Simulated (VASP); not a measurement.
InH3:

```
CELL_PARAMETERS angstrom
3.86081 0.00000 0.00000
0.00000 6.49279 0.00000
0.00000 0.00000 7.87261
ATOMIC_POSITIONS crystal
In 0.00000 0.00000 0.25585
In 0.00000 0.00000 0.74415
In 0.00000 0.50000 0.00000
H 0.50000 0.00000 0.25585
H 0.00000 0.00000 0.00000
H 0.00000 0.00000 0.50000
H 0.00000 0.75000 0.12793
H 0.00000 0.25000 0.12793
H 0.50000 0.00000 0.74415
H 0.00000 0.75000 0.87207
H 0.00000 0.25000 0.87207
H 0.50000 0.50000 0.00000
```

The cell was generated, and may not be a known phase.

```yaml
Program: VASP 6.6.1
Task: relaxation of cell and atoms
Functional: PBE
Potentials_or_basis: VASP PAW PBE potentials, release 64 (In_d, H)
Cutoff: 600 eV
k_mesh: 4 × 4 × 2
Occupations: gaussian, width 0.1 eV
Spin: no spin polarisation
```

At the start: pressure 1.5 GPa; volume 16.45 Å³/atom.

**Question.** How do energy, volume and symmetry change on relaxing?

**Answer.** Over 12 steps the energy falls by 85.4 meV/atom and the volume is 15.94 Å³/atom (-3.1 %); space group Pmmm (No. 47, to 0.1 Å) before and after.

Step by step:
| step | energy change (eV) | largest force (eV/Å) | pressure (GPa) | volume (Å³) |
| --- | --- | --- | --- | --- |
| 1 | 0.0000 | 0.7675 | 1.45 | 197.35 |
| 2 | -0.2068 | 0.7015 | 0.60 | 201.63 |
| 3 | -0.4661 | 0.5104 | -1.52 | 214.72 |
| 4 | -0.6326 | 0.4400 | -1.25 | 210.52 |
| 5 | -0.8108 | 0.3697 | -0.18 | 199.27 |
| 6 | -0.9806 | 0.2265 | 0.00 | 193.68 |
| 7 | -1.0023 | 0.3518 | 0.15 | 190.99 |
| 8 | -1.0155 | 0.2940 | 0.01 | 191.55 |
| 9 | -1.0211 | 0.0669 | 0.04 | 191.36 |
| 10 | -1.0236 | 0.0508 | -0.06 | 191.69 |
| 11 | -1.0237 | 0.0455 | -0.09 | 191.81 |
| 12 | -1.0250 | 0.0346 | 0.02 | 191.28 |

Final structure:
```xyz
12
Lattice="3.8527 0.0000 0.0000 0.0000 6.5573 0.0000 0.0000 0.0000 7.5712" Properties=species:S:1:pos:R:3 pbc="T T T"
In    0.0000    6.5573    1.8644
In    0.0000    6.5573    5.7068
In    0.0000    3.2786    0.0000
H     1.9264    6.5573    2.0462
H     0.0000    6.5573    0.0000
H     0.0000    6.5573    3.7856
H     0.0000    4.6352    1.4197
H     0.0000    1.9221    1.4197
H     1.9264    6.5573    5.5250
H     0.0000    4.6352    6.1515
H     0.0000    1.9221    6.1515
H     1.9264    3.2786    0.0000
```

Caveat: the k points lie up to 0.41 Å⁻¹ apart in the final cell.
